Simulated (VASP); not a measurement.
# Os (Fm-3m) in VASP: further runs

The runs below take Os through single point, with BLYP.

Everything below comes from runs of VASP 6.6.1. Logs are shortened: lines on timing, memory, paths and dates and some standing lists are left out, and cuts for length are marked.

**1. The cell of the first run**

Symmetry: Fm-3m, No. 225, cubic system. Conventional cell: a = 3.750 Å, b = 3.750 Å, c = 3.750 Å, α = 90.00°, β = 90.00°, γ = 90.00°. Os (site symmetry m-3m) has 12 Os at 2.65 Å within 3.5 Å.

This isn't the form of Os at room conditions, which is hcp.

**2. Single point, BLYP (13.19 Å³/atom)**

The input, INCAR:

```
PREC = Accurate
ENCUT = 520
EDIFF = 1E-6
ISMEAR = -1
SIGMA = 0.1
LREAL = F
LASPH = T
NELM = 80
ALGO = Normal
ISIF = 2
LWAVE = F
LCHARG = T
GGA = B5
ALDAX = 1.0
AGGAX = 1.0
AGGAC = 1.0
ALDAC = 0.0
LELF = T
LVHAR = T
NBANDS = 10
```

The input, KPOINTS:

```
Automatic mesh
0
Gamma
  16 16 16
```

The input, POSCAR:

```
Os
1.0
    0.0000000000      1.8751450200      1.8751450200
    1.8751450200      0.0000000000      1.8751450200
    1.8751450200      1.8751450200      0.0000000000
Os
1
Direct
    0.0000000000      0.0000000000      0.0000000000
```

Potentials or basis: VASP PAW PBE potentials, release 64 (Os).

Run with:

```sh
> cat potpaw_PBE.64/Os/POTCAR > POTCAR
> mpirun -np 1 vasp_std > vasp.out
```

OUTCAR:

```text
PREC = Accurate
   ENCUT = 520
   EDIFF = 1E-6
   ISMEAR = -1
   LREAL = F
   LASPH = T
   NELM = 80
   ISIF = 2
   GGA = B5

 ion  position               nearest neighbor table
   1  0.000  0.000  0.000-

  LATTYP: Found a face centered cubic cell.
 ALAT       =     3.7502900400

  Lattice vectors:

 A1 = (   0.0000000000,   1.8751450200,   1.8751450200)
 A2 = (   1.8751450200,   0.0000000000,   1.8751450200)
 A3 = (   1.8751450200,   1.8751450200,   0.0000000000)

Analysis of symmetry for initial positions (statically):
=====================================================================
 Subroutine PRICEL returns:
 Original cell was already a primitive cell.

 Routine SETGRP: Setting up the symmetry group for a
 face centered cubic supercell.

 Subroutine GETGRP returns: Found 48 space group operations
 (whereof 48 operations were pure point group operations)
 out of a pool of 48 trial point group operations.

The static configuration has the point symmetry O_h .

Analysis of symmetry for dynamics (positions and initial velocities):
=====================================================================
 Subroutine PRICEL returns:
 Original cell was already a primitive cell.

 Routine SETGRP: Setting up the symmetry group for a
 face centered cubic supercell.

 Subroutine GETGRP returns: Found 48 space group operations
 (whereof 48 operations were pure point group operations)
 out of a pool of 48 trial point group operations.

The dynamic configuration has the point symmetry O_h .

 Subroutine INISYM returns: Found 48 space group operations
 (whereof 48 operations are pure point group operations),
 and found     1 'primitive' translations

----------------------------------------------------------------------------------------

                                     Primitive cell

  volume of cell :      13.1867

  direct lattice vectors                    reciprocal lattice vectors
     0.000000000  1.875145020  1.875145020    -0.266646043  0.266646043  0.266646043
     1.875145020  0.000000000  1.875145020     0.266646043 -0.266646043  0.266646043
     1.875145020  1.875145020  0.000000000     0.266646043  0.266646043 -0.266646043

  length of vectors
     2.651855519  2.651855519  2.651855519     0.461844494  0.461844494  0.461844494

  position of ions in fractional coordinates (direct lattice)
     0.000000000  0.000000000  0.000000000

  ion indices of the primitive-cell ions
   primitive index   ion index
                 1           1

----------------------------------------------------------------------------------------

 KPOINTS: Automatic mesh

Automatic generation of k-mesh.
 Grid dimensions read from file:
 generate k-points for:   16   16   16

 Generating k-lattice:

  Cartesian coordinates                     Fractional coordinates (reciprocal lattice)
    -0.016665378  0.016665378  0.016665378     0.062500000  0.000000000  0.000000000
     0.016665378 -0.016665378  0.016665378     0.000000000  0.062500000  0.000000000
     0.016665378  0.016665378 -0.016665378     0.000000000  0.000000000  0.062500000

  Length of vectors
     0.028865281  0.028865281  0.028865281

  Shift w.r.t. Gamma in fractional coordinates (k-lattice)
     0.000000000  0.000000000  0.000000000

 Subroutine IBZKPT returns following result:
 ===========================================

 Found    145 irreducible k-points:

 Following reciprocal coordinates:
            Coordinates               Weight
  0.000000  0.000000  0.000000      1.000000
  0.062500  0.000000  0.000000      8.000000
  0.125000  0.000000  0.000000      8.000000
  0.187500  0.000000  0.000000      8.000000
  0.250000  0.000000  0.000000      8.000000
  0.312500  0.000000  0.000000      8.000000
[... 16 lines left out ...]
 -0.125000  0.062500  0.000000     24.000000
 -0.062500  0.062500  0.000000     12.000000
 [... further k-points ...]
   k-points           NKPTS =    145   k-points in BZ     NKDIM =    145   number of bands    NBANDS=     10
   number of dos      NEDOS =    301   number of ions     NIONS =      1
   total plane-waves  NPLWV =   8000
   dimension x,y,z NGX =    20 NGY =   20 NGZ =   20
   dimension x,y,z NGXF=    40 NGYF=   40 NGZF=   40
   ions per type =               1
   NGX,Y,Z   is equivalent  to a cutoff of  12.54, 12.54, 12.54 a.u.
   NGXF,Y,Z  is equivalent  to a cutoff of  25.08, 25.08, 25.08 a.u.
 SYSTEM =  unknown system
   PREC   = accura    normal or accurate (medium, high low for compatibility)
   ISTART =      0    job   : 0-new  1-cont  2-samecut
   ICHARG =      2    charge: 1-file 2-atom 10-const
   ISPIN  =      1    spin polarized calculation?
   LNONCOLLINEAR =      F non collinear calculations
   LSORBIT =      F    spin-orbit coupling
   LASPH  =      T    aspherical Exc in radial PAW
   ENCUT  =  520.0 eV  38.22 Ry    6.18 a.u.   4.93  4.93  4.93*2*pi/ulx,y,z
   NELM   =     80;   NELMIN=  2; NELMDL= -5     # of ELM steps
   EDIFF  = 0.1E-05   stopping-criterion for ELM
   LREAL  =      F    real-space projection
   EDIFFG = 0.1E-04   stopping-criterion for IOM
   NSW    =      0    number of steps for IOM
   IBRION =     -1    ionic relax: 0-MD 1-quasi-New 2-CG
   NFREE  =      0    steps in history (QN), initial steepest desc. (CG)
   ISIF   =      2    stress and relaxation
   ISYM   =      2    0-nonsym 1-usesym 2-fastsym
   POTIM  = 0.5000    time-step for ionic-motion
   TEBEG  =    0.0;   TEEND  =   0.0 temperature during run
   PSTRESS=    0.0 pullay stress
   NELECT =       8.0000    total number of electrons
   NUPDOWN=      -1.0000    fix difference up-down
   EMIN   =  10.00;   EMAX   =-10.00  energy-range for DOS
   EFERMI =   0.00;   METHOD = LEGACY
   ISMEAR =    -1;   SIGMA  =   0.10  broadening in eV -4-tet -1-fermi 0-gaus
   EFERMI_NEDOS =   21; number of points for ismear=-14 and -15
   IALGO  =     38    algorithm
   IMIX   =      4    mixing-type and parameters
     AMIX     =   0.40;   BMIX     =  1.00
     AMIX_MAG =   1.60;   BMIX_MAG =  1.00
  volume/ion in A,a.u.               =      13.19        88.99
  Fermi-wavevector in a.u.,A,eV,Ry     =   1.385883  2.618940 26.132333  1.920672
  Thomas-Fermi vector in A             =   2.510251
   LORBIT       =      0    0 simple, 1 ext, 2 COOP (PROOUT), +10 PAW based schemes
   GGA     = B5    functional components
   LHFCALC =     F    Hartree Fock is set to
   AEXX    =    0.0000 exact exchange contribution
   IVDW    =     0    specifies the selected vdW correction
   LEPSILON=     F    determine dielectric tensor
   LRPA    =     F    only Hartree local field effects (RPA)
 non-spin polarized calculation
  energy-cutoff  :      520.00
  volume of cell :       13.19
 maximum number of plane-waves:       366
   NGX =  9   NGY =  9   NGZ =  9

 number of electron       8.0000001 magnetization

 Free energy of the ion-electron system (eV)
  ---------------------------------------------------
  ext. energy  EPLUGINS =         0.00000000
  ---------------------------------------------------
  free energy    TOTEN  =        -9.20906358 eV

  energy without entropy =       -9.18494206  energy(sigma->0) =       -9.19700282

 E-fermi :  10.9553     XC(G=0): -13.6788

 val. band max:       10.9543871764   @ k =   0.4375   0.3125   0.1250
 cond. band min:      10.9690873422   @ k =  -0.3750   0.3750   0.0625
 fundamental gap:      0.0147001658
 Fermi energy:        10.9552609097

 k-point     1 :       0.0000    0.0000    0.0000
  band No.  band energies     occupation
      1      -0.2684      2.00000
      2       7.5823      2.00000
      3       7.5823      2.00000
      4       7.5823      2.00000
      5      10.9222      1.16378
      6      10.9222      1.16377
      7      25.3530      0.00000
      8      31.4692      0.00000
      9      31.4692      0.00000
     10      31.4692      0.00000

 k-point     2 :       0.0625    0.0000    0.0000
  band No.  band energies     occupation
      1      -0.0713      2.00000
      2       7.4633      2.00000
      3       7.6736      2.00000
      4       7.6736      2.00000
      5      10.8537      1.46824
      6      10.8537      1.46823
      7      25.7241      0.00000
      8      30.5521      0.00000
      9      31.8238      0.00000
     10      31.8238      0.00000

 k-point     3 :       0.1250    0.0000    0.0000
  band No.  band energies     occupation
      1       0.4881      2.00000
      2       7.1770      2.00000
      3       7.9014      2.00000
      4       7.9014      2.00000
      5      10.7178      1.82970
      6      10.7178      1.82970
      7      26.6989      0.00000
      8      28.9494      0.00000
      9      32.8500      0.00000
     10      32.8500      0.00000

 k-point     4 :       0.1875    0.0000    0.0000
  band No.  band energies     occupation
      1       1.2961      2.00000
      2       6.9177      2.00000
      3       8.1087      2.00000
      4       8.1087      2.00000
      5      10.7231      1.82131
      6      10.7231      1.82131
      7      26.8771      0.00000
      8      28.5308      0.00000
      9      34.4485      0.00000
     10      34.4485      0.00000
[... 222 lines left out ...]
 k-point    22 :      -0.1875    0.0625    0.0000
  band No.  band energies     occupation
      1       1.7482      2.00000
      2       6.7183      2.00000
      3       8.1672      2.00000
      4       8.2697      2.00000
      5      10.2473      1.99832
      6      11.3760      0.02933
      7      26.7166      0.00000
      8      29.0488      0.00000
      9      33.7815      0.00000
     10      36.1221      0.00000

 k-point    23 :      -0.1250    0.0625    0.0000
  band No.  band energies     occupation
      1       0.9026      2.00000
      2       6.9304      2.00000
      3       8.0675      2.00000
      4       8.0962      2.00000
      5      10.2814      1.99763
      6      11.0418      0.59234
      7      27.3708      0.00000
      8      28.4967      0.00000
      9      32.5213      0.00000
     10      34.1579      0.00000

 k-point    24 :      -0.0625    0.0625    0.0000
  band No.  band energies     occupation
      1       0.2484      2.00000
      2       7.2506      2.00000
      3       7.7993      2.00000
      4       7.8669      2.00000
      5      10.5740      1.95679
      6      10.9441      1.05593
      7      26.3127      0.00000
      8      29.7595      0.00000
      9      31.8003      0.00000
     10      32.6885      0.00000

 [... further k-points ...]

------------------------ aborting loop because EDIFF is reached ----------------------------------------

  FORCE on cell =-STRESS in cart. coord.  units (eV):
  Direction    XX          YY          ZZ          XY          YZ          ZX
  --------------------------------------------------------------------------------------
  -------------------------------------------------------------------------------------
  Total        5.2586367      5.2586367      5.2586367      0.0000000      0.0000000      0.0000000
  in kB      638.9239561    638.9239561    638.9239561      0.0000000      0.0000000      0.0000000
  external PRESSURE =     638.9239561 kB  Pullay stress =       0.0000000 kB

 VOLUME and BASIS-vectors are now :
 -----------------------------------------------------------------------------
  energy-cutoff  :      520.00
  volume of cell :       13.19
      direct lattice vectors                 reciprocal lattice vectors
     0.000000000  1.875145020  1.875145020    -0.266646043  0.266646043  0.266646043
     1.875145020  0.000000000  1.875145020     0.266646043 -0.266646043  0.266646043
     1.875145020  1.875145020  0.000000000     0.266646043  0.266646043 -0.266646043

 POSITION                                       TOTAL-FORCE (eV/Angst)
 -----------------------------------------------------------------------------------
      0.00000      0.00000      0.00000        -0.000000      0.000000     -0.000000
 -----------------------------------------------------------------------------------
    total drift:                               -0.000000     -0.000000     -0.000000

  FREE ENERGIE OF THE ION-ELECTRON SYSTEM (eV)
  ---------------------------------------------------
  free  energy   TOTEN  =        -9.2090635779 eV

  energy  without entropy=       -9.1849420605  energy(sigma->0) =       -9.19700282
```

Wall time 38 s (1 thread of AMD EPYC, shared host); peak memory 0.11 GiB.

Results:

- Free energy: -9.2091 eV
- Pressure: 63.9 GPa
- Band gap on the k mesh: zero (bands 4 and 5 overlap by 4.67 eV)

Levels at points of the mesh, in eV from the Fermi level:
```csv
k point,band 1,band 2,band 3,band 4,band 5,band 6,band 7,band 8,band 9
"(0.00, 0.00, 0.00)",-11.22,-3.37,-3.37,-3.37,-0.03,-0.03,14.40,20.51,20.51
"(0.50, 0.00, 0.00)",-8.27,-3.55,-3.55,0.05,2.64,2.64,9.83,13.99,21.10
"(0.50, 0.50, 0.00)",-8.25,-7.55,2.60,2.75,3.41,3.41,12.85,12.85,13.36
```

Caveat: the cell stands under pressure; the PAW data sets were made with another functional, which shifts forces and pressure a little; spin-orbit coupling is left out, which moves the levels of the heavy elements.

**3. Single point, BLYP (13.79 Å³/atom)**

This run uses another cell than the first one, of 13.79 Å³/atom.

The input, INCAR:

```
AGGAC    = 1.0          
AGGAX    = 1.0          
ALDAC    = 0.0          
ALDAX    = 1.0          
ALGO     = Normal         # electronic algorithm
EDIFF    = 1E-7           # SCF threshold, eV
ENCUT    = 520            # plane-wave cutoff, eV
GGA      = B5             # functional
ISIF     = 2              # what is computed and relaxed
ISMEAR   = -1             # smearing method
LASPH    = T              # aspherical terms in the spheres
LCHARG   = F              # write CHGCAR
LREAL    = F              # projectors in reciprocal space
LWAVE    = F              # write WAVECAR
NBANDS   = 10             # bands
NELM     = 60             # most SCF steps
PREC     = Accurate       # precision mode
SIGMA    = 0.1            # smearing width, eV
```

The input, KPOINTS:

```
k-points
0
Gamma
  16 16 16
```

The input, POSCAR:

```
Os
1.0
    0.0000000000      1.9031363859      1.9031363859
    1.9031363859      0.0000000000      1.9031363859
    1.9031363859      1.9031363859      0.0000000000
Os
1
Direct
    0.0000000000      0.0000000000      0.0000000000
```

Potentials or basis: VASP PAW PBE potentials, release 64 (Os).

Run with:

```sh
> cat potpaw_PBE.64/Os/POTCAR > POTCAR
> mpirun -np 1 vasp_std > vasp.out
```

Wall time 42 s (1 thread of AMD EPYC, shared host); peak memory 0.11 GiB.

It converged, with:

- Free energy: -9.3987 eV
- Pressure: 38.4 GPa
- Band gap on the k mesh: zero (bands 4 and 5 overlap by 4.40 eV)

Levels at points of the mesh, in eV from the Fermi level:
```
           k point  band 1  band 2  band 3  band 4  band 5  band 6  band 7  band 8
(0.00, 0.00, 0.00)  -10.82   -3.15   -3.15   -3.15   -0.04   -0.04   14.45   20.29
(0.50, 0.00, 0.00)   -7.84   -3.31   -3.31    0.05    2.45    2.45    9.21   14.03
(0.50, 0.50, 0.00)   -7.75   -7.08    2.41    2.62    3.17    3.17   12.54   12.54
```

Caveat: the cell stands under pressure; the PAW data sets were made with another functional, which shifts forces and pressure a little; spin-orbit coupling is left out, which moves the levels of the heavy elements.

(Continued in part 2 of 3.)
